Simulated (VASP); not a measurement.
A run of VASP 6.6.1:

File POSCAR:

```
SiGe
1.0
    3.9043776439      0.0000000000      0.0000000000
   -1.9521888220      3.3812902256      0.0000000000
    0.0000000000      0.0000000000      6.4536796656
Si Ge
2 2
Direct
    0.6666666667      0.3333333333      0.8744661519
    0.3333333333      0.6666666667      0.3744661519
    0.6666666667      0.3333333333      0.5005328481
    0.3333333333      0.6666666667      0.0005328481
```

The input INCAR.step1:

```
PREC = Accurate
ENCUT = 520
ISMEAR = 0
SIGMA = 0.02
LREAL = False
LASPH = True
NELM = 60
NBANDS = 26
GGA = PE
ALGO = Normal
EDIFF = 1E-4
LWAVE = True
LCHARG = False
```

INCAR.step2

```
PREC = Accurate
ENCUT = 520
EDIFF = 1E-7
ISMEAR = 0
SIGMA = 0.02
LREAL = False
LASPH = True
NELM = 60
ALGO = Normal
ISIF = 2
LWAVE = False
LCHARG = False
METAGGA = R2SCAN
LMIXTAU = True
NBANDS = 26
ISTART = 1
```

Contents of KPOINTS:

```
regular mesh
0
Gamma
  12 12 4
```

Potentials or basis: VASP PAW PBE potentials, release 64 (Si, Ge_d).

Command:

```sh
$ cat potpaw_PBE.64/Si/POTCAR potpaw_PBE.64/Ge_d/POTCAR > POTCAR
$ cp INCAR.step1 INCAR
$ mpirun -np 1 vasp_std > vasp.out
$ cp INCAR.step2 INCAR
$ mpirun -np 1 vasp_std > vasp.out
```

Hardware: 1 thread of Intel(R) Xeon(R) 6975P-C (Granite Rapids), on a shared host.

Problem. How long does it take, and how much memory?

Solution. Wall time 3.9 min on 1 thread of Intel(R) Xeon(R) 6975P-C (Granite Rapids) (shared host), peak memory 0.27 GiB. Counts: k points 57.
